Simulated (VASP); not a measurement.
Wanted: the native input for a VASP 6.6.1 run.

```yaml
Task: single point
Functional: LDA
Potentials_or_basis: VASP PAW LDA potentials, release 64 (Na_pv)
Cutoff: 520 eV
k_mesh: 18 × 18 × 18
Occupations: gaussian, width 0.15 eV
Spin: no spin polarisation
Dipole_correction: no
Further_INCAR_settings: ALGO = Fast; EDIFF = 1e-06; NBANDS = 10
```

The structure of Na lies in POSCAR:

```
Na
1.0
   -1.7680000000      1.7680000000      2.7454500000
    1.7680000000     -1.7680000000      2.7454500000
    1.7680000000      1.7680000000     -2.7454500000
Na
1
Direct
    0.0000000000      0.0000000000      0.0000000000
```

The input as run:

INCAR

```
SYSTEM = Na
PREC = Accurate
ENCUT = 520
EDIFF = 1E-6
ISMEAR = 0
SIGMA = 0.15
LREAL = .False.
LASPH = .True.
NELM = 80
ALGO = Fast
ISIF = 2
LWAVE = .False.
LCHARG = .True.
GGA = CA
LELF = .True.
LVHAR = .True.
NBANDS = 10
```

KPOINTS

```
regular mesh
0
Gamma
  18 18 18
  0 0 0
```

Potentials or basis: VASP PAW LDA potentials, release 64 (Na_pv).

Launch:

```sh
$ cat potpaw_LDA.64/Na_pv/POTCAR > POTCAR
$ mpirun -np 1 vasp_std > vasp.out
```

It gave:

* Pressure: -0.4 GPa

Wall time 80 s on 1 thread of Intel Xeon 6975P-C (shared host), peak memory 0.24 GiB.
